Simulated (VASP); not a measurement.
Input of a VASP 6.6.1 run:

INCAR

```
  PREC = Accurate
  ENCUT = 520
  EDIFF = 1E-7
  ISMEAR = -1
  SIGMA = 0.05
  LREAL = F
  LASPH = T
  NELM = 80
  ALGO = Normal
  ISIF = 2
  LWAVE = F
  LCHARG = T
  GGA = B5
  ALDAX = 1.0
  AGGAX = 1.0
  AGGAC = 1.0
  ALDAC = 0.0
  IVDW = 13
  VDW_S6 = 1.0
  VDW_S8 = 2.34076671
  VDW_A1 = 0.44488865
  VDW_A2 = 4.0933009
  LELF = T
  LVHAR = T
  NBANDS = 30
```

KPOINTS

```
regular mesh
0
Gamma
  5 5 5
```

Contents of POSCAR:

```
CsSnI3
1.0
    6.2496848492      0.0000000000      0.0000000000
    0.0000000000      6.2496848492      0.0000000000
    0.0000000000      0.0000000000      6.2496848492
Cs I Sn
1 3 1
Direct
    0.0000000000      0.0000000000      0.0000000000
    0.5000000000      0.5000000000      0.0000000000
    0.5000000000      0.0000000000      0.5000000000
    0.0000000000      0.5000000000      0.5000000000
    0.5000000000      0.5000000000      0.5000000000
```

Potentials or basis: VASP PAW PBE potentials, release 64 (Cs_sv, I, Sn_d).

Launch:

```bash
$ cat potpaw_PBE.64/Cs_sv/POTCAR potpaw_PBE.64/I/POTCAR potpaw_PBE.64/Sn_d/POTCAR > POTCAR
$ mpirun -np 1 vasp_std > vasp.out
```

Q: What does it give for the pressure?

A: 0.0 GPa.

Q: Estimate the dispersion energy per atom.

A: -0.474 eV.

Q: Predict the band gap on the k mesh.

A: 1.83 eV.

Caveat: the PAW data sets were made with another functional, which shifts forces and pressure a little; spin-orbit coupling is left out, which moves the levels of the heavy elements; an odd mesh through Γ misses points on the zone boundary, where band edges can lie.
